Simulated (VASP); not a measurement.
Write the native input for VASP 6.6.1 that does the following.

| Quantity | Value |
| --- | --- |
| Task | single point |
| Functional | revPBE |
| Potentials or basis | VASP PAW PBE potentials, release 64 (Cu) |
| Cutoff | 520 eV |
| k mesh | 16 × 16 × 9 |
| Occupations | fermi-dirac, width 0.1 eV |
| Spin | no spin polarisation |
| Dipole correction | no |
| Further INCAR settings | ALGO = Normal; EDIFF = 1e-06; NBANDS = 18 |

The structure of Cu lies in POSCAR:

```
Cu
1.0
    2.6879780290      0.0000000000      0.0000000000
   -1.3439890145      2.3278572579      0.0000000000
    0.0000000000      0.0000000000      4.4007259763
Cu
2
Direct
    0.3333333333      0.6666666667      0.2500000000
    0.6666666667      0.3333333333      0.7500000000
```

This isn't the form of Cu at room conditions, which is fcc.

One way to write it, as run:

INCAR

```
SYSTEM = Cu
ALGO     = Normal         ! electronic algorithm
EDIFF    = 1E-6           ! SCF threshold, eV
ENCUT    = 520            ! plane-wave cutoff, eV
GGA      = RE             ! functional
ISIF     = 2              ! what is computed and relaxed
ISMEAR   = -1             ! smearing method
LASPH    = .True.         ! aspherical terms in the spheres
LCHARG   = .True.         ! write CHGCAR
LELF     = .True.         ! ELF
LREAL    = .False.        ! projectors in reciprocal space
LVHAR    = .True.       
LWAVE    = .False.        ! write WAVECAR
NBANDS   = 18             ! bands
NELM     = 100            ! most SCF steps
PREC     = Accurate       ! precision mode
SIGMA    = 0.1            ! smearing width, eV
```

KPOINTS

```
k-points
0
Gamma
  16 16 9
  0 0 0
```

Potentials or basis: VASP PAW PBE potentials, release 64 (Cu).

Run with:

```sh
$ cat potpaw_PBE.64/Cu/POTCAR > POTCAR
$ mpirun -np 1 vasp_std > vasp.out
```

It gave:

The pressure is -10.0 GPa. The band gap on the k mesh is zero (bands 11 and 12 overlap by 4.75 eV).

Caveat: the cell stands under tension; the PAW data sets were made with another functional, which shifts forces and pressure a little.

Wall time 86 s on 1 thread of Intel Xeon 8259CL, with other jobs on the host, peak memory 0.18 GiB.
